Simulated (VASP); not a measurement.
# Cs4Ca3SbF12 (a cell with a defect) in VASP: notebook

The runs below take Cs4Ca3SbF12 (a cell with a defect) through single point, with PBEsol.

Everything below comes from runs of VASP 6.6.1. Logs are shortened: lines on timing, memory, paths and dates and some standing lists are left out, and cuts for length are marked.

### Step 1. The cell of the first run

The cell holds a defect, 40 atoms: a = 8.989 Å, b = 8.989 Å, c = 8.989 Å, α = 90.00°, β = 90.00°, γ = 90.00°.

### Step 2. Single point, PBEsol

INCAR reads:

```
SYSTEM = Cs4Ca3SbF12
ALGO = Normal ; EDIFF = 1E-7
ENCUT = 520 ; GGA = PS
ISIF = 2 ; ISMEAR = -1
ISYM = 0 ; LASPH = .TRUE.
LCHARG = .FALSE. ; LREAL = Auto
LWAVE = .FALSE. ; NBANDS = 181
NELM = 80 ; PREC = Accurate
SIGMA = 0.05
```

KPOINTS reads:

```
Automatic mesh
0
Gamma
  1 1 1
  0.25 0.25 0.25
```

POSCAR reads:

```
Cs4Ca3SbF12
1.0
    8.9888280000      0.0000000000      0.0000000000
    0.0000000000      8.9888280000      0.0000000000
    0.0000000000      0.0000000000      8.9888280000
Cs Sb Ca F
8 2 6 24
Direct
    0.9945620000      0.9768180000      0.9814320000
    0.0029940000      0.9873290000      0.5116340000
    0.9944770000      0.5224180000      0.9816580000
    0.0034690000      0.5122400000      0.5116120000
    0.5105730000      0.0047520000      0.9986110000
    0.5109670000      0.0059910000      0.4902600000
    0.5103120000      0.4947960000      0.9989300000
    0.5117530000      0.4939700000      0.4899770000
    0.2316980000      0.2497820000      0.2216940000
    0.2507510000      0.2498980000      0.7679740000
    0.2517080000      0.7498570000      0.2470700000
    0.2588760000      0.7498090000      0.7482360000
    0.7772970000      0.2497930000      0.2353200000
    0.7521860000      0.2499410000      0.7423410000
    0.7544120000      0.7498960000      0.2459890000
    0.7479800000      0.7498640000      0.7428280000
    0.0089200000      0.2494690000      0.1083570000
    0.3233010000      0.2505550000      0.4249260000
    0.2553410000      0.7497980000      0.9991230000
    0.2552660000      0.7499900000      0.4967930000
    0.7356370000      0.2501510000      0.9863400000
    0.7531380000      0.2498680000      0.4910820000
    0.7467160000      0.7499280000      0.9940530000
    0.7524320000      0.7500170000      0.4947020000
    0.0531950000      0.2496890000      0.3646250000
    0.9974200000      0.2499050000      0.7660530000
    0.0044170000      0.7499770000      0.2470800000
    0.0036930000      0.7496640000      0.7426860000
    0.5281880000      0.2495020000      0.2178480000
    0.5031050000      0.2501800000      0.7476840000
    0.5014800000      0.7499910000      0.2473010000
    0.5033170000      0.7499260000      0.7430010000
    0.2335190000      0.0046180000      0.2448850000
    0.2562280000      0.9953940000      0.7618520000
    0.2331020000      0.4951040000      0.2444670000
    0.2564490000      0.5042290000      0.7608540000
    0.7680900000      0.9989340000      0.2443350000
    0.7504950000      0.9988880000      0.7417590000
    0.7681010000      0.5007650000      0.2443690000
    0.7506130000      0.5009280000      0.7415810000
```

Potentials or basis: VASP PAW PBE potentials, release 64 (Cs_sv, Sb, Ca_sv, F).

Started as:

```console
$ cat potpaw_PBE.64/Cs_sv/POTCAR potpaw_PBE.64/Sb/POTCAR potpaw_PBE.64/Ca_sv/POTCAR potpaw_PBE.64/F/POTCAR > POTCAR
$ mpirun -np 1 vasp_std > vasp.out
```

OUTCAR:

```text
SYSTEM = Cs4Ca3SbF12
   EDIFF = 1E-7
   ENCUT = 520
   GGA = PS
   ISIF = 2
   ISMEAR = -1
   ISYM = 0
   LASPH = .TRUE.
   LREAL = Auto
   NELM = 80
   PREC = Accurate

 ion  position               nearest neighbor table
   1  0.995  0.977  0.981-
   2  0.003  0.987  0.512-
   3  0.994  0.522  0.982-
   4  0.003  0.512  0.512-
   5  0.511  0.005  0.999-
   6  0.511  0.006  0.490-
   7  0.510  0.495  0.999-
   8  0.512  0.494  0.490-
   9  0.232  0.250  0.222-  18 2.00  25 2.06  33 2.21  35 2.21  17 2.25  29 2.67
  10  0.251  0.250  0.768-  30 2.28  26 2.28  36 2.29  34 2.29
  11  0.252  0.750  0.247-  27 2.22  19 2.23  20 2.24  31 2.25  33 2.30  35 2.30
  12  0.259  0.750  0.748-  32 2.20  36 2.21  34 2.21  19 2.26  20 2.26  28 2.29
  13  0.777  0.250  0.235-  29 2.24  37 2.26  39 2.26  21 2.27  22 2.31  17 2.37
  14  0.752  0.250  0.742-  21 2.20  26 2.21  30 2.24  40 2.26  38 2.26  22 2.26
  15  0.754  0.750  0.246-  24 2.24  37 2.24  39 2.24  27 2.25  23 2.27  31 2.27
  16  0.748  0.750  0.743-  32 2.20  24 2.23  40 2.24  38 2.24  23 2.26  28 2.30
  17  0.009  0.249  0.108-   9 2.25  13 2.37
  18  0.323  0.251  0.425-   9 2.00
  19  0.255  0.750  0.999-  11 2.23  12 2.26
  20  0.255  0.750  0.497-  11 2.24  12 2.26
  21  0.736  0.250  0.986-  14 2.20  13 2.27
  22  0.753  0.250  0.491-  14 2.26  13 2.31
  23  0.747  0.750  0.994-  16 2.26  15 2.27
  24  0.752  0.750  0.495-  16 2.23  15 2.24
  25  0.053  0.250  0.365-   9 2.06
  26  0.997  0.250  0.766-  14 2.21  10 2.28
  27  0.004  0.750  0.247-  11 2.22  15 2.25
  28  0.004  0.750  0.743-  12 2.29  16 2.30
  29  0.528  0.250  0.218-  13 2.24   9 2.67
  30  0.503  0.250  0.748-  14 2.24  10 2.28
  31  0.501  0.750  0.247-  11 2.25  15 2.27
  32  0.503  0.750  0.743-  12 2.20  16 2.20
  33  0.234  0.005  0.245-   9 2.21  11 2.30
  34  0.256  0.995  0.762-  12 2.21  10 2.29
  35  0.233  0.495  0.244-   9 2.21  11 2.30
  36  0.256  0.504  0.761-  12 2.21  10 2.29
  37  0.768  0.999  0.244-  15 2.24  13 2.26
  38  0.750  0.999  0.742-  16 2.24  14 2.26
  39  0.768  0.501  0.244-  15 2.24  13 2.26
  40  0.751  0.501  0.742-  16 2.24  14 2.26

IMPORTANT INFORMATION: All symmetrisations will be switched off!
NOSYMM: (Re-)initialisation of all symmetry stuff for point group C_1.

----------------------------------------------------------------------------------------

                                     Primitive cell

  volume of cell :     726.2886

  direct lattice vectors                    reciprocal lattice vectors
     8.988828000  0.000000000  0.000000000     0.111249208  0.000000000  0.000000000
     0.000000000  8.988828000  0.000000000     0.000000000  0.111249208  0.000000000
     0.000000000  0.000000000  8.988828000     0.000000000  0.000000000  0.111249208

  length of vectors
     8.988828000  8.988828000  8.988828000     0.111249208  0.111249208  0.111249208

  position of ions in fractional coordinates (direct lattice)
     0.994562000  0.976818000  0.981432000
     0.002994000  0.987329000  0.511634000
     0.994477000  0.522418000  0.981658000
     0.003469000  0.512240000  0.511612000
     0.510573000  0.004752000  0.998611000
     0.510967000  0.005991000  0.490260000
[... 32 lines left out ...]
     0.768101000  0.500765000  0.244369000
     0.750613000  0.500928000  0.741581000

  ion indices of the primitive-cell ions
   primitive index   ion index
                 1           1
                 2           2
                 3           3
                 4           4
                 5           5
                 6           6
[... 32 lines left out ...]
                39          39
                40          40

----------------------------------------------------------------------------------------

 KPOINTS: Automatic mesh

Automatic generation of k-mesh.
 Grid dimensions read from file:
 generate k-points for:    1    1    1

 Generating k-lattice:

  Cartesian coordinates                     Fractional coordinates (reciprocal lattice)
     0.111249208  0.000000000  0.000000000     1.000000000  0.000000000  0.000000000
     0.000000000  0.111249208  0.000000000     0.000000000  1.000000000  0.000000000
     0.000000000  0.000000000  0.111249208     0.000000000  0.000000000  1.000000000

  Length of vectors
     0.111249208  0.111249208  0.111249208

  Shift w.r.t. Gamma in fractional coordinates (k-lattice)
     0.250000000  0.250000000  0.250000000

 Subroutine IBZKPT returns following result:
 ===========================================

 Found      4 irreducible k-points:

 Following reciprocal coordinates:
            Coordinates               Weight
  0.250000  0.250000  0.250000      2.000000
 -0.250000  0.250000  0.250000      2.000000
 -0.250000 -0.250000  0.250000      2.000000
  0.250000 -0.250000  0.250000      2.000000
   k-points           NKPTS =      4   k-points in BZ     NKDIM =      4   number of bands    NBANDS=    181
   number of dos      NEDOS =    301   number of ions     NIONS =     40
   total plane-waves  NPLWV = 343000
   dimension x,y,z NGX =    70 NGY =   70 NGZ =   70
   dimension x,y,z NGXF=   140 NGYF=  140 NGZF=  140
   ions per type =               8   2   6  24
   NGX,Y,Z   is equivalent  to a cutoff of  12.95, 12.95, 12.95 a.u.
   NGXF,Y,Z  is equivalent  to a cutoff of  25.89, 25.89, 25.89 a.u.
 SYSTEM =  Cs4Ca3SbF12
   PREC   = accura    normal or accurate (medium, high low for compatibility)
   ISTART =      0    job   : 0-new  1-cont  2-samecut
   ICHARG =      2    charge: 1-file 2-atom 10-const
   ISPIN  =      1    spin polarized calculation?
   LNONCOLLINEAR =      F non collinear calculations
   LSORBIT =      F    spin-orbit coupling
   LASPH  =      T    aspherical Exc in radial PAW
   ENCUT  =  520.0 eV  38.22 Ry    6.18 a.u.  16.71 16.71 16.71*2*pi/ulx,y,z
   NELM   =     80;   NELMIN=  2; NELMDL= -5     # of ELM steps
   EDIFF  = 0.1E-06   stopping-criterion for ELM
   LREAL  =      T    real-space projection
   EDIFFG = 0.1E-05   stopping-criterion for IOM
   NSW    =      0    number of steps for IOM
   IBRION =     -1    ionic relax: 0-MD 1-quasi-New 2-CG
   NFREE  =      0    steps in history (QN), initial steepest desc. (CG)
   ISIF   =      2    stress and relaxation
   ISYM   =      0    0-nonsym 1-usesym 2-fastsym
   POTIM  = 0.5000    time-step for ionic-motion
   TEBEG  =    0.0;   TEEND  =   0.0 temperature during run
   PSTRESS=    0.0 pullay stress
   NELECT =     310.0000    total number of electrons
   NUPDOWN=      -1.0000    fix difference up-down
   EMIN   =  10.00;   EMAX   =-10.00  energy-range for DOS
   EFERMI =   0.00;   METHOD = LEGACY
   ISMEAR =    -1;   SIGMA  =   0.05  broadening in eV -4-tet -1-fermi 0-gaus
   EFERMI_NEDOS =   21; number of points for ismear=-14 and -15
   IALGO  =     38    algorithm
   IMIX   =      4    mixing-type and parameters
     AMIX     =   0.40;   BMIX     =  1.00
     AMIX_MAG =   1.60;   BMIX_MAG =  1.00
  volume/ion in A,a.u.               =      18.16       122.53
  Fermi-wavevector in a.u.,A,eV,Ry     =   1.232610  2.329295 20.671702  1.519327
  Thomas-Fermi vector in A             =   2.367373
   LORBIT       =      0    0 simple, 1 ext, 2 COOP (PROOUT), +10 PAW based schemes
   GGA     = PS    functional components
   LHFCALC =     F    Hartree Fock is set to
   AEXX    =    0.0000 exact exchange contribution
   IVDW    =     0    specifies the selected vdW correction
   LEPSILON=     F    determine dielectric tensor
   LRPA    =     F    only Hartree local field effects (RPA)
 non-spin polarized calculation
  energy-cutoff  :      520.00
  volume of cell :      726.29
 maximum number of plane-waves:     19552
 NGX is ok and might be reduce to    70
   NGX = 33   NGY = 33   NGZ = 33

 number of electron     310.0000074 magnetization

 Free energy of the ion-electron system (eV)
  ---------------------------------------------------
  ext. energy  EPLUGINS =         0.00000000
  ---------------------------------------------------
  free energy    TOTEN  =      -201.93230026 eV

  energy without entropy =     -201.93230022  energy(sigma->0) =     -201.93230024

 E-fermi :   4.1323     XC(G=0):  -9.5475

 val. band max:        3.2123035945   @ k =   0.2500  -0.2500   0.2500
 cond. band min:       5.0515670882   @ k =  -0.2500   0.2500   0.2500
 fundamental gap:      1.8392634937
 Fermi energy:         4.1322562997

 k-point     1 :       0.2500    0.2500    0.2500
  band No.  band energies     occupation
      1     -37.0454      2.00000
      2     -36.8426      2.00000
      3     -36.8089      2.00000
      4     -36.7634      2.00000
      5     -36.6556      2.00000
      6     -36.6380      2.00000
[... 159 lines left out ...]
    166       7.4954      0.00000
    167       7.5262      0.00000

 k-point     2 :      -0.2500    0.2500    0.2500
  band No.  band energies     occupation
      1     -37.0454      2.00000
      2     -36.8426      2.00000
      3     -36.8089      2.00000
      4     -36.7634      2.00000
      5     -36.6556      2.00000
      6     -36.6380      2.00000
[... 159 lines left out ...]
    166       7.4913      0.00000
    167       7.5150      0.00000

 k-point     3 :      -0.2500   -0.2500    0.2500
  band No.  band energies     occupation
      1     -37.0454      2.00000
      2     -36.8426      2.00000
      3     -36.8089      2.00000
      4     -36.7634      2.00000
      5     -36.6556      2.00000
      6     -36.6380      2.00000
[... 159 lines left out ...]
    166       7.4906      0.00000
    167       7.5149      0.00000

 k-point     4 :       0.2500   -0.2500    0.2500
  band No.  band energies     occupation
      1     -37.0454      2.00000
      2     -36.8426      2.00000
      3     -36.8089      2.00000
      4     -36.7634      2.00000
      5     -36.6556      2.00000
      6     -36.6380      2.00000
[... 159 lines left out ...]
    166       7.4937      0.00000
    167       7.5256      0.00000
 [bands above 167 left out]

------------------------ aborting loop because EDIFF is reached ----------------------------------------

  FORCE on cell =-STRESS in cart. coord.  units (eV):
  Direction    XX          YY          ZZ          XY          YZ          ZX
  --------------------------------------------------------------------------------------
  -------------------------------------------------------------------------------------
  Total        3.8685803      6.5290422      8.3161047      0.0126804     -0.0218950     -0.5476748
  in kB        8.5340069     14.4029298     18.3451522      0.0279727     -0.0483000     -1.2081590
  external PRESSURE =      13.7606963 kB  Pullay stress =       0.0000000 kB

 VOLUME and BASIS-vectors are now :
 -----------------------------------------------------------------------------
  energy-cutoff  :      520.00
  volume of cell :      726.29
      direct lattice vectors                 reciprocal lattice vectors
     8.988828000  0.000000000  0.000000000     0.111249208  0.000000000  0.000000000
     0.000000000  8.988828000  0.000000000     0.000000000  0.111249208  0.000000000
     0.000000000  0.000000000  8.988828000     0.000000000  0.000000000  0.111249208

 POSITION                                       TOTAL-FORCE (eV/Angst)
 -----------------------------------------------------------------------------------
      8.93995      8.78045      8.82192         0.002515     -0.004304      0.004242
      0.02691      8.87493      4.59899        -0.000502     -0.004169      0.001482
      8.93918      4.69593      8.82395         0.003523      0.008655     -0.000910
      0.03118      4.60444      4.59879        -0.004807      0.004452      0.000065
      4.58945      0.04271      8.97634        -0.008265     -0.007457      0.000870
      4.59299      0.05385      4.40686         0.003296     -0.000602     -0.000585
[... 32 lines left out ...]
      6.90433      4.50129      2.19659        -0.001525     -0.005684     -0.000141
      6.74713      4.50276      6.66594         0.000216     -0.007201      0.005853
 -----------------------------------------------------------------------------------
    total drift:                                0.022890     -0.002971     -0.011892

  FREE ENERGIE OF THE ION-ELECTRON SYSTEM (eV)
  ---------------------------------------------------
  free  energy   TOTEN  =      -201.9323002609 eV

  energy  without entropy=     -201.9323002212  energy(sigma->0) =     -201.93230024
```

Run time: 25 min. Hardware: 1 thread of AMD EPYC 7R13 (Zen 3), shared host; peak memory 0.87 GiB.

What came out:

```
Free energy            : -201.9323 eV
Pressure               : 1.4 GPa
Largest force          : 0.106 eV/Å
Band gap on the k mesh : 1.84 eV
```

Forces in eV/Å, atoms in the order of the input:
```
Cs   0.003 -0.004  0.004
Cs  -0.001 -0.004  0.001
Cs   0.004  0.009 -0.001
Cs  -0.005  0.004  0.000
Cs  -0.008 -0.007  0.001
Cs   0.003 -0.001 -0.001
Cs  -0.005  0.010 -0.005
Cs  -0.003  0.004  0.004
Sb  -0.028  0.001 -0.011
Sb   0.005 -0.003 -0.036
Ca   0.006  0.000  0.004
Ca  -0.015  0.002 -0.003
Ca   0.034 -0.001  0.016
Ca  -0.002 -0.001 -0.014
Ca  -0.009  0.001 -0.003
Ca   0.015  0.000  0.004
F    0.059  0.005  0.024
F   -0.012 -0.004  0.006
F    0.000 -0.002 -0.004
F    0.002  0.000  0.003
F   -0.004  0.000  0.015
F    0.002  0.001 -0.006
F   -0.005 -0.002 -0.003
F    0.000 -0.001 -0.005
F    0.022  0.000 -0.017
F    0.100  0.001 -0.002
F   -0.009 -0.001  0.003
F   -0.001  0.000  0.000
F   -0.060  0.001  0.006
F   -0.093 -0.002  0.009
F    0.011 -0.002  0.002
F   -0.001  0.000 -0.001
F   -0.001  0.076 -0.003
F    0.001  0.101  0.001
F   -0.002 -0.075 -0.006
F   -0.003 -0.105  0.008
F    0.000  0.006 -0.001
F    0.001  0.008  0.004
F   -0.002 -0.006  0.000
F    0.000 -0.007  0.006
```

Caveat: the PAW data sets were made with another functional, which shifts forces and pressure a little; spin-orbit coupling is left out, which moves the levels of the heavy elements.

### Step 3. Single point, PBEsol

INCAR reads:

```
SYSTEM = Cs4Ca3SbF12
ALGO = Normal ; EDIFF = 1E-6
ENCUT = 520 ; GGA = PS
GGA_COMPAT = .FALSE. ; ISIF = 2
ISMEAR = -1 ; ISYM = -1
LASPH = .TRUE. ; LCHARG = .FALSE.
LREAL = Auto ; LWAVE = .FALSE.
NBANDS = 181 ; NELM = 120
PREC = Accurate ; SIGMA = 0.05
```

KPOINTS reads:

```
explicit points
1
Reciprocal
  0.25000000   0.25000000   0.25000000 1
```

POSCAR is that of step 2.

Potentials or basis: VASP PAW PBE potentials, release 64 (Cs_sv, Sb, Ca_sv, F).

Started as:

```console
$ cat potpaw_PBE.64/Cs_sv/POTCAR potpaw_PBE.64/Sb/POTCAR potpaw_PBE.64/Ca_sv/POTCAR potpaw_PBE.64/F/POTCAR > POTCAR
$ mpirun -np 1 vasp_std > vasp.out
```

It took 5.3 min on 1 thread of Intel Xeon Platinum 8259CL at 2.50GHz (Skylake/Cascade Lake), shared host; peak memory 0.74 GiB.

Results (log left out):

* Free energy: -201.9311 eV
* Pressure: 1.4 GPa
* Largest force: 0.104 eV/Å
* Band gap on the k mesh: 1.84 eV

Forces on the atoms (eV/Å):
```
Cs  -0.001 -0.008  0.000
Cs   0.000 -0.004  0.000
Cs   0.003  0.006 -0.002
Cs  -0.002  0.003  0.002
Cs  -0.006 -0.006 -0.001
Cs  -0.001 -0.003  0.004
Cs  -0.006  0.006  0.002
Cs  -0.002  0.006 -0.002
Sb  -0.028  0.000 -0.007
Sb   0.004  0.002 -0.039
Ca   0.006  0.000  0.004
Ca  -0.016  0.001 -0.003
Ca   0.034  0.000  0.017
Ca  -0.002 -0.001 -0.016
Ca  -0.009  0.001 -0.004
Ca   0.016  0.000  0.004
F    0.060  0.001  0.024
F   -0.015 -0.002  0.007
F    0.000 -0.001 -0.004
F    0.002  0.000  0.003
F   -0.003  0.001  0.017
F    0.000  0.002 -0.007
F   -0.005  0.000 -0.002
F    0.000  0.000 -0.004
F    0.027 -0.001 -0.020
F    0.100 -0.001  0.001
F   -0.009  0.001  0.003
F   -0.001 -0.001  0.000
F   -0.060  0.001  0.003
F   -0.092  0.000  0.012
F    0.011 -0.002  0.002
F   -0.001 -0.002 -0.001
F   -0.002  0.077 -0.006
F   -0.001  0.102  0.005
F   -0.001 -0.074 -0.006
F    0.001 -0.104  0.006
F    0.001  0.006  0.000
F    0.000  0.007  0.003
F   -0.001 -0.005  0.002
F   -0.001 -0.007  0.004
```

Stress tensor (GPa, compression positive):
```
 0.86  0.00 -0.17
 0.00  1.44 -0.05
-0.17 -0.05  1.84
```

Levels at points of the mesh, in eV from the valence-band top:
| k point | band 151 | band 152 | band 153 | band 154 | band 155 | band 156 | band 157 | band 158 | band 159 | band 160 |
| --- | --- | --- | --- | --- | --- | --- | --- | --- | --- | --- |
| (0.25, 0.25, 0.25) | -4.20 | -3.84 | -3.66 | -3.16 | 0.00 | 1.84 | 2.16 | 2.25 | 2.53 | 3.05 |

Caveat: the PAW data sets were made with another functional, which shifts forces and pressure a little; spin-orbit coupling is left out, which moves the levels of the heavy elements.
